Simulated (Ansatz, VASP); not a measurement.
## Cr: VASP beside Ansatz

```
Cr
1.0
     3.81722    0.00000    0.00000
    -1.90861    3.30581    0.00000
     0.00000    0.00000    4.38539
Cr
4
Cartesian
  0.0000 0.0000 1.0963
  0.0000 0.0000 3.2890
  0.0000 2.2039 3.2890
  1.9086 1.1019 1.0963
```

Alike in both runs: functional PBE; k mesh 6 × 6 × 4; occupations gaussian, width 0.1 eV; no spin polarisation.

Ansatz relaxed the structure, and its values are those at the end. VASP's run is a single point on that final structure, the one shown.

```csv
,VASP,Ansatz
version,VASP 6.6.1,Ansatz 0.2.0
potentials or method,"VASP PAW PBE potentials, release 64 (Cr_pv), cutoff 520 eV","scalar-relativistic, plane waves, PAW"
valence electrons in the cell,48,56
```

|  | VASP | Ansatz | Ansatz less VASP |
| --- | --- | --- | --- |
| gap on the k mesh at the Fermi level (eV) | none | none | - |
| pressure (GPa) | 0.1 | -0.1 | -0.20 |

A gap of «none» marks a metal or a gap that the smearing closes. VASP's potentials hold 48 valence electrons a cell and Ansatz's 56, so a difference there can come from the potentials and not from the codes.
